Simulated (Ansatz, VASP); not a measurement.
**Al in VASP and in Ansatz**

```
CELL_PARAMETERS angstrom
2.85007 0.00000 0.00000
-1.42503 2.46823 0.00000
0.00000 0.00000 4.63732
ATOMIC_POSITIONS crystal
Al 0.66667 0.33333 0.75000
Al 0.33333 0.66667 0.25000
```

Alike in both runs: functional PBEsol; k mesh 18 × 18 × 10; occupations gaussian, width 0.1 eV; no spin polarisation.

Ansatz relaxed the structure, and its values are those at the end. VASP's run is a single point on that final structure, the one shown.

|  | VASP | Ansatz |
| --- | --- | --- |
| version | VASP 6.6.1 | Ansatz 0.2.0 |
| potentials or method | VASP PAW PBE potentials, release 64 (Al), cutoff 520 eV | scalar-relativistic, plane waves, PAW |
| valence electrons in the cell | 6 | 6 |

```csv
,VASP,Ansatz,Ansatz less VASP
gap on the k mesh at the Fermi level (eV),none,none,-
pressure (GPa),0.1,0.0,-0.06
```

VASP's potentials were made for PBE, not for PBEsol. A gap of «none» marks a metal or a gap that the smearing closes.
